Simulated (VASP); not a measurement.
# Ir (P6_3/mmc) in VASP: a series of runs

Ir is run at these levels: PBEsol, r2SCAN; tasks: single point.

All numbers are computed with VASP 6.6.1; they aren't measurements. Logs are shortened: lines on timing, memory, paths and dates and some standing lists are left out, and cuts for length are marked.

**1. The cell of the first run**

The structure is hexagonal, space group P6_3/mmc (No. 194). Conventional cell: a = 2.751 Å, b = 2.751 Å, c = 4.462 Å, α = 90.00°, β = 90.00°, γ = 120.00°. Ir (site symmetry -6m2) has 12 Ir at 2.74 to 2.75 Å within 3.6 Å.

**2. Single point, PBEsol**

File INCAR:

```
SYSTEM = Ir
  PREC = Accurate
  ENCUT = 520
  EDIFF = 1E-6
  ISMEAR = 1
  SIGMA = 0.05
  LREAL = .False.
  LASPH = .True.
  NELM = 100
  ALGO = Normal
  ISIF = 2
  LWAVE = .False.
  LCHARG = .False.
  GGA = PS
  NBANDS = 16
```

File KPOINTS:

```
regular mesh
0
Gamma
  14 14 8
  0 0 0
```

File POSCAR:

```
Ir
1.0
    2.7513778900      0.0000000000      0.0000000000
   -1.3756889500      2.3827631500      0.0000000000
    0.0000000000      0.0000000000      4.4622900000
Ir
2
Direct
    0.6666666700      0.3333333300      0.7500000000
    0.3333333300      0.6666666700      0.2500000000
```

Potentials or basis: VASP PAW PBE potentials, release 64 (Ir).

Started as:

```bash
$ cat potpaw_PBE.64/Ir/POTCAR > POTCAR
$ mpirun -np 1 vasp_std > vasp.out
```

OUTCAR:

```text
SYSTEM = Ir
   PREC = Accurate
   ENCUT = 520
   EDIFF = 1E-6
   ISMEAR = 1
   LREAL = .False.
   LASPH = .True.
   NELM = 100
   ISIF = 2
   GGA = PS

 ion  position               nearest neighbor table
   1  0.667  0.333  0.750-   2 2.74   2 2.74   2 2.74   2 2.74   2 2.74   2 2.74
   2  0.333  0.667  0.250-   1 2.74   1 2.74   1 2.74   1 2.74   1 2.74   1 2.74

  LATTYP: Found a hexagonal cell.
 ALAT       =     2.7513778900
 C/A-ratio  =     1.6218382855

  Lattice vectors:

 A1 = (   2.7513778900,   0.0000000000,   0.0000000000)
 A2 = (  -1.3756889500,   2.3827631500,   0.0000000000)
 A3 = (   0.0000000000,   0.0000000000,   4.4622900000)

Analysis of symmetry for initial positions (statically):
=====================================================================
 Subroutine PRICEL returns:
 Original cell was already a primitive cell.

 Routine SETGRP: Setting up the symmetry group for a
 hexagonal supercell.

 Subroutine GETGRP returns: Found 24 space group operations
 (whereof 12 operations were pure point group operations)
 out of a pool of 24 trial point group operations.

The static configuration has the point symmetry D_3d.
 The point group associated with its full space group is D_6h.

Analysis of symmetry for dynamics (positions and initial velocities):
=====================================================================
 Subroutine PRICEL returns:
 Original cell was already a primitive cell.

 Routine SETGRP: Setting up the symmetry group for a
 hexagonal supercell.

 Subroutine GETGRP returns: Found 24 space group operations
 (whereof 12 operations were pure point group operations)
 out of a pool of 24 trial point group operations.

The dynamic configuration has the point symmetry D_3d.
 The point group associated with its full space group is D_6h.

 Subroutine INISYM returns: Found 24 space group operations
 (whereof 12 operations are pure point group operations),
 and found     1 'primitive' translations

----------------------------------------------------------------------------------------

                                     Primitive cell

  volume of cell :      29.2542

  direct lattice vectors                    reciprocal lattice vectors
     2.751377890  0.000000000  0.000000000     0.363454255  0.209840412  0.000000000
    -1.375688950  2.382763150  0.000000000     0.000000000  0.419680823  0.000000000
     0.000000000  0.000000000  4.462290000     0.000000000  0.000000000  0.224100182

  length of vectors
     2.751377890  2.751377894  4.462290000     0.419680824  0.419680823  0.224100182

  position of ions in fractional coordinates (direct lattice)
     0.666666670  0.333333330  0.750000000
     0.333333330  0.666666670  0.250000000

  ion indices of the primitive-cell ions
   primitive index   ion index
                 1           1
                 2           2

----------------------------------------------------------------------------------------

 KPOINTS: regular mesh

Automatic generation of k-mesh.
 Grid dimensions read from file:
 generate k-points for:   14   14    8

 Generating k-lattice:

  Cartesian coordinates                     Fractional coordinates (reciprocal lattice)
     0.025961018  0.014988601  0.000000000     0.071428571  0.000000000  0.000000000
     0.000000000  0.029977202  0.000000000     0.000000000  0.071428571  0.000000000
     0.000000000  0.000000000  0.028012523     0.000000000  0.000000000  0.125000000

  Length of vectors
     0.029977202  0.029977202  0.028012523

  Shift w.r.t. Gamma in fractional coordinates (k-lattice)
     0.000000000  0.000000000  0.000000000

 Subroutine IBZKPT returns following result:
 ===========================================

 Found    120 irreducible k-points:

 Following reciprocal coordinates:
            Coordinates               Weight
  0.000000  0.000000  0.000000      1.000000
  0.071429  0.000000  0.000000      6.000000
  0.142857  0.000000  0.000000      6.000000
  0.214286  0.000000  0.000000      6.000000
  0.285714  0.000000  0.000000      6.000000
  0.357143 -0.000000  0.000000      6.000000
[... 16 lines left out ...]
  0.285714  0.285714  0.000000      6.000000
  0.357143  0.285714  0.000000      6.000000
 [... further k-points ...]
   k-points           NKPTS =    120   k-points in BZ     NKDIM =    120   number of bands    NBANDS=     16
   number of dos      NEDOS =    301   number of ions     NIONS =      2
   total plane-waves  NPLWV =  14400
   dimension x,y,z NGX =    20 NGY =   20 NGZ =   36
   dimension x,y,z NGXF=    40 NGYF=   40 NGZF=   72
   ions per type =               2
   NGX,Y,Z   is equivalent  to a cutoff of  12.08, 12.08, 13.41 a.u.
   NGXF,Y,Z  is equivalent  to a cutoff of  24.17, 24.17, 26.82 a.u.
 SYSTEM =  Ir
   PREC   = accura    normal or accurate (medium, high low for compatibility)
   ISTART =      0    job   : 0-new  1-cont  2-samecut
   ICHARG =      2    charge: 1-file 2-atom 10-const
   ISPIN  =      1    spin polarized calculation?
   LNONCOLLINEAR =      F non collinear calculations
   LSORBIT =      F    spin-orbit coupling
   LASPH  =      T    aspherical Exc in radial PAW
   ENCUT  =  520.0 eV  38.22 Ry    6.18 a.u.   5.12  5.12  8.30*2*pi/ulx,y,z
   NELM   =    100;   NELMIN=  2; NELMDL= -5     # of ELM steps
   EDIFF  = 0.1E-05   stopping-criterion for ELM
   LREAL  =      F    real-space projection
   EDIFFG = 0.1E-04   stopping-criterion for IOM
   NSW    =      0    number of steps for IOM
   IBRION =     -1    ionic relax: 0-MD 1-quasi-New 2-CG
   NFREE  =      0    steps in history (QN), initial steepest desc. (CG)
   ISIF   =      2    stress and relaxation
   ISYM   =      2    0-nonsym 1-usesym 2-fastsym
   POTIM  = 0.5000    time-step for ionic-motion
   TEBEG  =    0.0;   TEEND  =   0.0 temperature during run
   PSTRESS=    0.0 pullay stress
   NELECT =      18.0000    total number of electrons
   NUPDOWN=      -1.0000    fix difference up-down
   EMIN   =  10.00;   EMAX   =-10.00  energy-range for DOS
   EFERMI =   0.00;   METHOD = LEGACY
   ISMEAR =     1;   SIGMA  =   0.05  broadening in eV -4-tet -1-fermi 0-gaus
   EFERMI_NEDOS =   21; number of points for ismear=-14 and -15
   IALGO  =     38    algorithm
   IMIX   =      4    mixing-type and parameters
     AMIX     =   0.40;   BMIX     =  1.00
     AMIX_MAG =   1.60;   BMIX_MAG =  1.00
  volume/ion in A,a.u.               =      14.63        98.71
  Fermi-wavevector in a.u.,A,eV,Ry     =   1.392417  2.631287 26.379323  1.938826
  Thomas-Fermi vector in A             =   2.516162
   LORBIT       =      0    0 simple, 1 ext, 2 COOP (PROOUT), +10 PAW based schemes
   GGA     = PS    functional components
   LHFCALC =     F    Hartree Fock is set to
   AEXX    =    0.0000 exact exchange contribution
   IVDW    =     0    specifies the selected vdW correction
   LEPSILON=     F    determine dielectric tensor
   LRPA    =     F    only Hartree local field effects (RPA)
 non-spin polarized calculation
 Methfessel and Paxton  Order N= 1 SIGMA  =   0.05
  energy-cutoff  :      520.00
  volume of cell :       29.25
 maximum number of plane-waves:       796
   NGX = 11   NGY = 11   NGZ = 17

 number of electron      18.0000000 magnetization

 Free energy of the ion-electron system (eV)
  ---------------------------------------------------
  ext. energy  EPLUGINS =         0.00000000
  ---------------------------------------------------
  free energy    TOTEN  =       -19.44275289 eV

  energy without entropy =      -19.44264260  energy(sigma->0) =      -19.44271613

 E-fermi :   9.7990     XC(G=0): -13.9054

 val. band max:        9.7900888454   @ k =   0.2857   0.0714   0.0000
 cond. band min:       9.8063942150   @ k =   0.2857   0.0714   0.3750
 fundamental gap:      0.0163053696
 Fermi energy:         9.7990466956

 k-point     1 :       0.0000    0.0000    0.0000
  band No.  band energies     occupation
      1      -1.1575      2.00000
      2       1.9089      2.00000
      3       6.0166      2.00000
      4       6.1223      2.00000
      5       6.1223      2.00000
      6       6.7502      2.00000
[... 8 lines left out ...]
     15      26.2015      0.00000
     16      27.2079      0.00000

 k-point     2 :       0.0714    0.0000    0.0000
  band No.  band energies     occupation
      1      -0.9644      2.00000
      2       2.0810      2.00000
      3       5.7121      2.00000
      4       6.2835      2.00000
      5       6.3857      2.00000
      6       6.6491      2.00000
[... 8 lines left out ...]
     15      26.4544      0.00000
     16      27.4941      0.00000

 k-point     3 :       0.1429    0.0000    0.0000
  band No.  band energies     occupation
      1      -0.4098      2.00000
      2       2.5388      2.00000
      3       5.3031      2.00000
      4       6.3292      2.00000
      5       6.3590      2.00000
      6       6.7553      2.00000
[... 8 lines left out ...]
     15      27.0097      0.00000
     16      27.4572      0.00000

 k-point     4 :       0.2143    0.0000    0.0000
  band No.  band energies     occupation
      1       0.4218      2.00000
      2       3.0339      2.00000
      3       5.0335      2.00000
      4       5.2880      2.00000
      5       6.0450      2.00000
      6       6.7294      2.00000
[... 8 lines left out ...]
     15      26.3645      0.00000
     16      26.4259      0.00000
[... 324 lines left out ...]
 k-point    22 :       0.3571    0.2143    0.0000
  band No.  band energies     occupation
      1       3.2711      2.00000
      2       3.5596      2.00000
      3       3.6737      2.00000
      4       5.2562      2.00000
      5       5.5802      2.00000
      6       6.1235      2.00000
[... 8 lines left out ...]
     15      21.6351      0.00000
     16      22.9544      0.00000

 k-point    23 :       0.2857    0.2857    0.0000
  band No.  band energies     occupation
      1       3.3002      2.00000
      2       3.7733      2.00000
      3       4.1996      2.00000
      4       4.7277      2.00000
      5       5.5318      2.00000
      6       6.0831      2.00000
[... 8 lines left out ...]
     15      22.0170      0.00000
     16      23.8774      0.00000

 k-point    24 :       0.3571    0.2857    0.0000
  band No.  band energies     occupation
      1       3.2482      2.00000
      2       3.9895      2.00000
      3       4.1077      2.00000
      4       4.9331      2.00000
      5       5.6314      2.00000
      6       5.8676      2.00000
[... 8 lines left out ...]
     15      22.8412      0.00000
     16      23.0354      0.00000

 [... further k-points ...]

------------------------ aborting loop because EDIFF is reached ----------------------------------------

  FORCE on cell =-STRESS in cart. coord.  units (eV):
  Direction    XX          YY          ZZ          XY          YZ          ZX
  --------------------------------------------------------------------------------------
  -------------------------------------------------------------------------------------
  Total       -2.1266725     -2.1266725     -2.1830427      0.0000000      0.0000000      0.0000000
  in kB     -116.4722004   -116.4722006   -119.5594488      0.0000002      0.0000000      0.0000000
  external PRESSURE =    -117.5012832 kB  Pullay stress =       0.0000000 kB

 VOLUME and BASIS-vectors are now :
 -----------------------------------------------------------------------------
  energy-cutoff  :      520.00
  volume of cell :       29.25
      direct lattice vectors                 reciprocal lattice vectors
     2.751377890  0.000000000  0.000000000     0.363454255  0.209840412  0.000000000
    -1.375688950  2.382763150  0.000000000     0.000000000  0.419680823  0.000000000
     0.000000000  0.000000000  4.462290000     0.000000000  0.000000000  0.224100182

 POSITION                                       TOTAL-FORCE (eV/Angst)
 -----------------------------------------------------------------------------------
      1.37569      0.79425      3.34672         0.000000     -0.000000      0.000000
     -0.00000      1.58851      1.11557        -0.000000      0.000000      0.000000
 -----------------------------------------------------------------------------------
    total drift:                               -0.000000      0.000000     -0.000000

  FREE ENERGIE OF THE ION-ELECTRON SYSTEM (eV)
  ---------------------------------------------------
  free  energy   TOTEN  =       -19.4427528864 eV

  energy  without entropy=      -19.4426426043  energy(sigma->0) =      -19.44271613
```

It took 90 s on 1 thread of AMD EPYC 7R13, shared host; peak memory 0.15 GiB.

Results:

```
Free energy            : -19.4428 eV
Pressure               : -11.8 GPa
Band gap on the k mesh : zero (band 9 reaches 10.71 eV, above the bottom of band 10 at 7.53 eV)
```

Stress tensor (GPa, compression positive):
```
-11.65   0.00   0.00
  0.00 -11.65   0.00
  0.00   0.00 -11.96
```

Levels at points of the mesh, in eV from the Fermi level:
| k point | band 5 | band 6 | band 7 | band 8 | band 9 | band 10 | band 11 | band 12 | band 13 | band 14 |
| --- | --- | --- | --- | --- | --- | --- | --- | --- | --- | --- |
| (0.00, 0.00, 0.00) | -3.68 | -3.05 | -3.05 | -2.28 | -2.28 | -0.80 | 0.25 | 0.25 | 6.73 | 14.26 |
| (0.50, 0.00, 0.00) | -3.43 | -3.36 | -2.88 | 0.67 | 0.91 | 1.07 | 2.82 | 4.22 | 8.00 | 10.01 |
| (0.00, 0.00, 0.50) | -3.79 | -3.79 | -3.79 | -3.79 | -0.46 | -0.46 | -0.46 | -0.46 | 13.54 | 13.54 |
| (0.50, 0.00, 0.50) | -2.05 | -2.05 | -0.95 | -0.95 | 0.91 | 0.91 | 1.94 | 1.94 | 7.34 | 7.34 |

Caveat: the PAW data sets were made with another functional, which shifts forces and pressure a little; spin-orbit coupling is left out, which moves the levels of the heavy elements.

**3. Single point, r2SCAN**

POSCAR is that of step 2.

File INCAR.step1:

```
ALGO = Normal
EDIFF = 1E-4
ENCUT = 520
GGA = PE
ISMEAR = 1
LASPH = T
LCHARG = F
LREAL = F
LWAVE = T
NBANDS = 16
NELM = 60
PREC = Accurate
SIGMA = 0.05
```

File INCAR.step2:

```
ALGO = Normal
EDIFF = 1E-6
ENCUT = 520
ISIF = 2
ISMEAR = 1
ISTART = 1
LASPH = T
LCHARG = F
LMIXTAU = T
LREAL = F
LWAVE = F
METAGGA = R2SCAN
NBANDS = 16
NELM = 60
PREC = Accurate
SIGMA = 0.05
```

File KPOINTS:

```
k-points
0
Gamma
  14 14 8
```

Potentials or basis: VASP PAW PBE potentials, release 64 (Ir).

Started as:

```bash
$ cat potpaw_PBE.64/Ir/POTCAR > POTCAR
$ cp INCAR.step1 INCAR
$ mpirun -np 1 vasp_std > vasp.out
$ cp INCAR.step2 INCAR
$ mpirun -np 1 vasp_std > vasp.out
```

Wall time 6.3 min (1 thread of AMD EPYC 7R13, shared host); peak memory 0.15 GiB.

It converged, with:

```
Free energy            : -104.5383 eV
Pressure               : -6.6 GPa
Band gap on the k mesh : zero (band 9 reaches 10.67 eV, above the bottom of band 10 at 7.41 eV)
```

Stress tensor (GPa, compression positive):
```
-6.57  0.00  0.00
 0.00 -6.57  0.00
 0.00  0.00 -6.72
```

Levels at points of the mesh, in eV from the Fermi level:
```tsv
k point	band 6	band 7	band 8	band 9	band 10	band 11	band 12	band 13
(0.00, 0.00, 0.00)	-3.17	-3.17	-2.38	-2.38	-0.71	0.25	0.25	7.14
(0.50, 0.00, 0.00)	-3.41	-2.97	0.68	0.92	1.09	2.96	4.45	8.50
(0.00, 0.00, 0.50)	-3.94	-3.94	-3.94	-0.50	-0.50	-0.50	-0.50	14.34
(0.50, 0.00, 0.50)	-2.13	-0.93	-0.93	0.93	0.93	2.05	2.05	7.78
```

Caveat: the PAW data sets were made with another functional, which shifts forces and pressure a little; spin-orbit coupling is left out, which moves the levels of the heavy elements.
